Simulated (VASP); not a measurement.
# Os (P6_3/mmc) in VASP: further runs

The runs below take Os through single point, relaxation of cell and atoms, with PBE.

Everything below comes from runs of VASP 6.6.1. Logs are shortened: lines on timing, memory, paths and dates and some standing lists are left out, and cuts for length are marked.

### Step 1. The cell of the first run

Symmetry: P6_3/mmc, No. 194, hexagonal system. The conventional cell has a = 2.755 Å, b = 2.755 Å, c = 4.345 Å, α = 90.00°, β = 90.00°, γ = 120.00°. Within 3.6 Å of Os (site symmetry -6m2) lie 12 Os at 2.69 to 2.76 Å.

### Step 2. Single point, PBE

INCAR

```
SYSTEM = Os
PREC = Accurate ; ENCUT = 520
EDIFF = 1E-6 ; ISMEAR = -1
SIGMA = 0.1 ; LREAL = .False.
LASPH = .True. ; NELM = 60
ALGO = Normal ; ISIF = 2
LWAVE = .False. ; LCHARG = .False.
GGA = PE ; NBANDS = 15
```

KPOINTS

```
regular mesh
0
Gamma
  14 14 8
  0 0 0
```

POSCAR

```
Os
1.0
    2.7551876441      0.0000000000      0.0000000000
   -1.3775938220      2.3860624919      0.0000000000
    0.0000000000      0.0000000000      4.3453845326
Os
2
Direct
    0.3333333333      0.6666666667      0.2500000000
    0.6666666667      0.3333333333      0.7500000000
```

Potentials or basis: VASP PAW PBE potentials, release 64 (Os).

The run is started by

```bash
> cat potpaw_PBE.64/Os/POTCAR > POTCAR
> mpirun -np 1 vasp_std > vasp.out
```

OUTCAR:

```text
SYSTEM = Os
   PREC = Accurate
   ENCUT = 520
   EDIFF = 1E-6
   ISMEAR = -1
   LREAL = .False.
   LASPH = .True.
   NELM = 60
   ISIF = 2
   GGA = PE

 ion  position               nearest neighbor table
   1  0.333  0.667  0.250-   2 2.69   2 2.69   2 2.69   2 2.69   2 2.69   2 2.69
   2  0.667  0.333  0.750-   1 2.69   1 2.69   1 2.69   1 2.69   1 2.69   1 2.69

  LATTYP: Found a hexagonal cell.
 ALAT       =     2.7551876441
 C/A-ratio  =     1.5771646414

  Lattice vectors:

 A1 = (   2.7551876441,   0.0000000000,   0.0000000000)
 A2 = (  -1.3775938220,   2.3860624919,   0.0000000000)
 A3 = (   0.0000000000,   0.0000000000,   4.3453845326)

Analysis of symmetry for initial positions (statically):
=====================================================================
 Subroutine PRICEL returns:
 Original cell was already a primitive cell.

 Routine SETGRP: Setting up the symmetry group for a
 hexagonal supercell.

 Subroutine GETGRP returns: Found 24 space group operations
 (whereof 12 operations were pure point group operations)
 out of a pool of 24 trial point group operations.

The static configuration has the point symmetry D_3d.
 The point group associated with its full space group is D_6h.

Analysis of symmetry for dynamics (positions and initial velocities):
=====================================================================
 Subroutine PRICEL returns:
 Original cell was already a primitive cell.

 Routine SETGRP: Setting up the symmetry group for a
 hexagonal supercell.

 Subroutine GETGRP returns: Found 24 space group operations
 (whereof 12 operations were pure point group operations)
 out of a pool of 24 trial point group operations.

The dynamic configuration has the point symmetry D_3d.
 The point group associated with its full space group is D_6h.

 Subroutine INISYM returns: Found 24 space group operations
 (whereof 12 operations are pure point group operations),
 and found     1 'primitive' translations

----------------------------------------------------------------------------------------

                                     Primitive cell

  volume of cell :      28.5668

  direct lattice vectors                    reciprocal lattice vectors
     2.755187644  0.000000000  0.000000000     0.362951686  0.209550253  0.000000000
    -1.377593822  2.386062492  0.000000000     0.000000000  0.419100507  0.000000000
     0.000000000  0.000000000  4.345384533     0.000000000  0.000000000  0.230129231

  length of vectors
     2.755187644  2.755187644  4.345384533     0.419100507  0.419100507  0.230129231

  position of ions in fractional coordinates (direct lattice)
     0.333333333  0.666666667  0.250000000
     0.666666667  0.333333333  0.750000000

  ion indices of the primitive-cell ions
   primitive index   ion index
                 1           1
                 2           2

----------------------------------------------------------------------------------------

 KPOINTS: regular mesh

Automatic generation of k-mesh.
 Grid dimensions read from file:
 generate k-points for:   14   14    8

 Generating k-lattice:

  Cartesian coordinates                     Fractional coordinates (reciprocal lattice)
     0.025925120  0.014967875  0.000000000     0.071428571  0.000000000  0.000000000
     0.000000000  0.029935750  0.000000000     0.000000000  0.071428571  0.000000000
     0.000000000  0.000000000  0.028766154     0.000000000  0.000000000  0.125000000

  Length of vectors
     0.029935750  0.029935750  0.028766154

  Shift w.r.t. Gamma in fractional coordinates (k-lattice)
     0.000000000  0.000000000  0.000000000

 Subroutine IBZKPT returns following result:
 ===========================================

 Found    120 irreducible k-points:

 Following reciprocal coordinates:
            Coordinates               Weight
  0.000000  0.000000  0.000000      1.000000
  0.071429  0.000000  0.000000      6.000000
  0.142857  0.000000  0.000000      6.000000
  0.214286  0.000000  0.000000      6.000000
  0.285714  0.000000  0.000000      6.000000
  0.357143  0.000000  0.000000      6.000000
[... 16 lines left out ...]
  0.285714  0.285714  0.000000      6.000000
  0.357143  0.285714  0.000000      6.000000
 [... further k-points ...]
   k-points           NKPTS =    120   k-points in BZ     NKDIM =    120   number of bands    NBANDS=     15
   number of dos      NEDOS =    301   number of ions     NIONS =      2
   total plane-waves  NPLWV =  12800
   dimension x,y,z NGX =    20 NGY =   20 NGZ =   32
   dimension x,y,z NGXF=    40 NGYF=   40 NGZF=   64
   ions per type =               2
   NGX,Y,Z   is equivalent  to a cutoff of  12.07, 12.07, 12.24 a.u.
   NGXF,Y,Z  is equivalent  to a cutoff of  24.14, 24.14, 24.49 a.u.
 SYSTEM =  Os
   PREC   = accura    normal or accurate (medium, high low for compatibility)
   ISTART =      0    job   : 0-new  1-cont  2-samecut
   ICHARG =      2    charge: 1-file 2-atom 10-const
   ISPIN  =      1    spin polarized calculation?
   LNONCOLLINEAR =      F non collinear calculations
   LSORBIT =      F    spin-orbit coupling
   LASPH  =      T    aspherical Exc in radial PAW
   ENCUT  =  520.0 eV  38.22 Ry    6.18 a.u.   5.12  5.12  8.08*2*pi/ulx,y,z
   NELM   =     60;   NELMIN=  2; NELMDL= -5     # of ELM steps
   EDIFF  = 0.1E-05   stopping-criterion for ELM
   LREAL  =      F    real-space projection
   EDIFFG = 0.1E-04   stopping-criterion for IOM
   NSW    =      0    number of steps for IOM
   IBRION =     -1    ionic relax: 0-MD 1-quasi-New 2-CG
   NFREE  =      0    steps in history (QN), initial steepest desc. (CG)
   ISIF   =      2    stress and relaxation
   ISYM   =      2    0-nonsym 1-usesym 2-fastsym
   POTIM  = 0.5000    time-step for ionic-motion
   TEBEG  =    0.0;   TEEND  =   0.0 temperature during run
   PSTRESS=    0.0 pullay stress
   NELECT =      16.0000    total number of electrons
   NUPDOWN=      -1.0000    fix difference up-down
   EMIN   =  10.00;   EMAX   =-10.00  energy-range for DOS
   EFERMI =   0.00;   METHOD = LEGACY
   ISMEAR =    -1;   SIGMA  =   0.10  broadening in eV -4-tet -1-fermi 0-gaus
   EFERMI_NEDOS =   21; number of points for ismear=-14 and -15
   IALGO  =     38    algorithm
   IMIX   =      4    mixing-type and parameters
     AMIX     =   0.40;   BMIX     =  1.00
     AMIX_MAG =   1.60;   BMIX_MAG =  1.00
  volume/ion in A,a.u.               =      14.28        96.39
  Fermi-wavevector in a.u.,A,eV,Ry     =   1.349463  2.550116 24.776907  1.821051
  Thomas-Fermi vector in A             =   2.477048
   LORBIT       =      0    0 simple, 1 ext, 2 COOP (PROOUT), +10 PAW based schemes
   GGA     = PE    functional components
   LHFCALC =     F    Hartree Fock is set to
   AEXX    =    0.0000 exact exchange contribution
   IVDW    =     0    specifies the selected vdW correction
   LEPSILON=     F    determine dielectric tensor
   LRPA    =     F    only Hartree local field effects (RPA)
 non-spin polarized calculation
  energy-cutoff  :      520.00
  volume of cell :       28.57
 maximum number of plane-waves:       782
   NGX = 11   NGY = 11   NGZ = 17

 number of electron      15.9999999 magnetization

 Free energy of the ion-electron system (eV)
  ---------------------------------------------------
  ext. energy  EPLUGINS =         0.00000000
  ---------------------------------------------------
  free energy    TOTEN  =       -22.51805457 eV

  energy without entropy =      -22.47312253  energy(sigma->0) =      -22.49558855

 E-fermi :   9.1783     XC(G=0): -13.9380

 val. band max:        9.1592784037   @ k =   0.1429   0.0000   0.3750
 cond. band min:       9.1793452270   @ k =   0.1429   0.0714   0.3750
 fundamental gap:      0.0200668233
 Fermi energy:         9.1782909751

 k-point     1 :       0.0000    0.0000    0.0000
  band No.  band energies     occupation
      1      -1.6003      2.00000
      2       1.5602      2.00000
      3       6.1893      2.00000
      4       6.1893      2.00000
      5       6.4555      2.00000
      6       7.0068      2.00000
      7       7.0068      2.00000
      8       7.6197      2.00000
      9       7.6197      2.00000
     10       9.1988      0.89792
     11      10.7857      0.00000
     12      10.7858      0.00000
     13      18.0008      0.00000
     14      23.1868      0.00000
     15      25.9078      0.00000

 k-point     2 :       0.0714    0.0000    0.0000
  band No.  band energies     occupation
      1      -1.3989      2.00000
      2       1.7384      2.00000
      3       5.8014      2.00000
      4       6.3658      2.00000
      5       6.7816      2.00000
      6       6.8991      2.00000
      7       7.1713      2.00000
      8       7.3638      2.00000
      9       7.4786      2.00000
     10       8.3783      1.99933
     11      10.8832      0.00000
     12      11.9205      0.00000
     13      17.9826      0.00000
     14      23.5961      0.00000
     15      26.1667      0.00000

 k-point     3 :       0.1429    0.0000    0.0000
  band No.  band energies     occupation
      1      -0.8219      2.00000
      2       2.2101      2.00000
      3       5.2699      2.00000
      4       6.3915      2.00000
      5       6.5620      2.00000
      6       6.8838      2.00000
      7       7.1288      2.00000
      8       7.3216      2.00000
      9       7.6512      2.00000
     10       7.7611      2.00000
     11      11.1091      0.00000
     12      13.7025      0.00000
     13      17.8895      0.00000
     14      24.5671      0.00000
     15      26.7029      0.00000

 k-point     4 :       0.2143    0.0000    0.0000
  band No.  band energies     occupation
      1       0.0388      2.00000
      2       2.7150      2.00000
      3       4.9072      2.00000
      4       5.2285      2.00000
      5       6.2674      2.00000
      6       6.7013      2.00000
      7       7.4102      2.00000
      8       7.7057      2.00000
      9       8.0081      1.99998
     10       8.4045      1.99913
     11      11.3533      0.00000
     12      15.5801      0.00000
     13      17.6878      0.00000
     14      24.1183      0.00000
     15      25.9512      0.00000
[... 307 lines left out ...]
 k-point    22 :       0.3571    0.2143    0.0000
  band No.  band energies     occupation
      1       2.8908      2.00000
      2       3.2727      2.00000
      3       3.3768      2.00000
      4       5.0587      2.00000
      5       5.5614      2.00000
      6       6.2994      2.00000
      7       7.5524      2.00000
      8      10.2927      0.00003
      9      11.1567      0.00000
     10      11.2973      0.00000
     11      13.8666      0.00000
     12      15.0389      0.00000
     13      17.2166      0.00000
     14      20.2922      0.00000
     15      22.7935      0.00000

 k-point    23 :       0.2857    0.2857    0.0000
  band No.  band energies     occupation
      1       2.8997      2.00000
      2       3.4868      2.00000
      3       3.9351      2.00000
      4       4.5058      2.00000
      5       5.5569      2.00000
      6       6.2225      2.00000
      7       7.5969      2.00000
      8       9.9733      0.00071
      9      11.1476      0.00000
     10      11.2189      0.00000
     11      13.8486      0.00000
     12      15.1941      0.00000
     13      16.8021      0.00000
     14      20.7111      0.00000
     15      23.2125      0.00000

 k-point    24 :       0.3571    0.2857    0.0000
  band No.  band energies     occupation
      1       2.8275      2.00000
      2       3.7159      2.00000
      3       3.8362      2.00000
      4       4.7224      2.00000
      5       5.6777      2.00000
      6       5.9888      2.00000
      7       7.8065      2.00000
      8      10.4071      0.00001
      9      10.8386      0.00000
     10      11.1831      0.00000
     11      14.3959      0.00000
     12      14.4257      0.00000
     13      16.2463      0.00000
     14      22.0969      0.00000
     15      23.7632      0.00000

 [... further k-points ...]
[... 5 lines left out ...]
  --------------------------------------------------------------------------------------
  -------------------------------------------------------------------------------------
  Total       -0.0207699     -0.0207699     -0.0450856     -0.0000000      0.0000000     -0.0000000
  in kB       -1.1648855     -1.1648855     -2.5286435     -0.0000000      0.0000000     -0.0000000
  external PRESSURE =      -1.6194715 kB  Pullay stress =       0.0000000 kB

 VOLUME and BASIS-vectors are now :
 -----------------------------------------------------------------------------
  energy-cutoff  :      520.00
  volume of cell :       28.57
      direct lattice vectors                 reciprocal lattice vectors
     2.755187644  0.000000000  0.000000000     0.362951686  0.209550253  0.000000000
    -1.377593822  2.386062492  0.000000000     0.000000000  0.419100507  0.000000000
     0.000000000  0.000000000  4.345384533     0.000000000  0.000000000  0.230129231

 POSITION                                       TOTAL-FORCE (eV/Angst)
 -----------------------------------------------------------------------------------
     -0.00000      1.59071      1.08635        -0.000000      0.000000      0.000000
      1.37759      0.79535      3.25904         0.000000     -0.000000      0.000000
 -----------------------------------------------------------------------------------
    total drift:                               -0.000000      0.000000     -0.000000

  FREE ENERGIE OF THE ION-ELECTRON SYSTEM (eV)
  ---------------------------------------------------
  free  energy   TOTEN  =       -22.5180545716 eV

  energy  without entropy=      -22.4731225299  energy(sigma->0) =      -22.49558855
```

It took 23 s on 1 thread of Intel Xeon Platinum 8375C at 2.90GHz (Ice Lake), shared host; peak memory 0.17 GiB.

What came out:

```
Free energy            : -22.5181 eV
Pressure               : -0.2 GPa
Band gap on the k mesh : zero (bands 8 and 9 overlap by 3.62 eV)
```

Levels at points of the mesh, in eV from the Fermi level:
| k point | band 5 | band 6 | band 7 | band 8 | band 9 | band 10 | band 11 | band 12 |
| --- | --- | --- | --- | --- | --- | --- | --- | --- |
| (0.00, 0.00, 0.00) | -2.72 | -2.17 | -2.17 | -1.56 | -1.56 | 0.02 | 1.61 | 1.61 |
| (0.50, 0.00, 0.00) | -2.89 | -2.52 | -1.85 | 1.92 | 2.47 | 2.60 | 4.25 | 5.52 |
| (0.00, 0.00, 0.50) | -3.18 | -3.18 | -3.18 | -3.18 | 0.83 | 0.83 | 0.83 | 0.83 |
| (0.50, 0.00, 0.50) | -1.20 | -1.20 | -0.18 | -0.18 | 2.25 | 2.25 | 3.18 | 3.18 |

Caveat: spin-orbit coupling is left out, which moves the levels of the heavy elements.

### Step 3. Relaxation of cell and atoms, PBE

This run uses another cell than the first one, of 13.98 Å³/atom.

INCAR

```
SYSTEM = Os
PREC     = Accurate       ! precision mode
ENCUT    = 600            ! plane-wave cutoff, eV
EDIFF    = 1E-6           ! SCF threshold, eV
ISMEAR   = -1             ! smearing method
SIGMA    = 0.1            ! smearing width, eV
LREAL    = .False.        ! projectors in reciprocal space
LASPH    = .True.         ! aspherical terms in the spheres
NELM     = 80             ! most SCF steps
ALGO     = Normal         ! electronic algorithm
ISIF     = 3              ! what is computed and relaxed
LWAVE    = .False.        ! write WAVECAR
LCHARG   = .False.        ! write CHGCAR
GGA      = PE             ! functional
IBRION   = 2              ! ionic algorithm
NSW      = 80             ! ionic steps
EDIFFG   = -0.02          ! ionic threshold
```

KPOINTS

```
Automatic mesh
0
Gamma
  14 14 8
  0 0 0
```

POSCAR

```
Os
1.0
    2.7341000000      0.0000000000      0.0000000000
   -1.3670500000      2.3678000600      0.0000000000
    0.0000000000      0.0000000000      4.3197000000
Os
2
Direct
    0.3333333326      0.6666666653      0.2500000000
    0.6666666674      0.3333333347      0.7500000000
```

Potentials or basis: VASP PAW PBE potentials, release 64 (Os).

The run is started by

```bash
> cat potpaw_PBE.64/Os/POTCAR > POTCAR
> mpirun -np 1 vasp_std > vasp.out
```

Wall time 81 s (1 thread of Intel Xeon Platinum 8375C at 2.90GHz (Ice Lake), shared host); peak memory 0.2 GiB.

The run converged. Its results:

| Quantity | Value |
| --- | --- |
| Free energy | -22.5195 eV |
| Relaxed volume | 14.28 Å³/atom |
| Relaxed cell | a = 2.755 Å, b = 2.755 Å, c = 4.345 Å, α = 90.00°, β = 90.00°, γ = 120.00° |
| Space group after relaxing (to 0.1 Å) | P6_3/mmc (No. 194) |
| Energy gained by relaxing | 8.3 meV/atom |
| Ionic steps | 6 |
| Pressure after relaxing | 0.0 GPa |
| Band gap on the k mesh | zero (bands 8 and 9 overlap by 3.62 eV) |

The path:
```
step  energy change (eV)  largest force (eV/Å)  pressure (GPa)  volume (Å³)
   1              0.0000                0.0000            9.03        27.96
   2              0.2561                0.0000          -29.38        31.28
   3             -0.0164                0.0000           -0.39        28.59
   4             -0.0165                0.0000           -0.01        28.56
   5             -0.0165                0.0000            0.02        28.57
   6             -0.0165                0.0000            0.01        28.56
```

Final structure:
```xyz
2
Lattice="2.7553 0.0000 0.0000 -1.3777 2.3862 0.0000 0.0000 0.0000 4.3447" Properties=species:S:1:pos:R:3 pbc="T T T"
Os    0.0000    1.5908    1.0862
Os    1.3777    0.7954    3.2585
```

Levels at points of the mesh, in eV from the Fermi level:
| k point | band 6 | band 7 | band 8 | band 9 | band 10 | band 11 |
| --- | --- | --- | --- | --- | --- | --- |
| (0.00, 0.00, 0.00) | -2.17 | -2.17 | -1.56 | -1.56 | 0.02 | 1.61 |
| (0.50, 0.00, 0.00) | -2.52 | -1.84 | 1.92 | 2.47 | 2.61 | 4.25 |
| (0.00, 0.00, 0.50) | -3.19 | -3.19 | -3.19 | 0.83 | 0.83 | 0.83 |
| (0.50, 0.00, 0.50) | -1.21 | -0.18 | -0.18 | 2.25 | 2.25 | 3.18 |

Caveat: spin-orbit coupling is left out, which moves the levels of the heavy elements.

The gap in the log of VASP goes by the Fermi energy; the results here count the filled bands.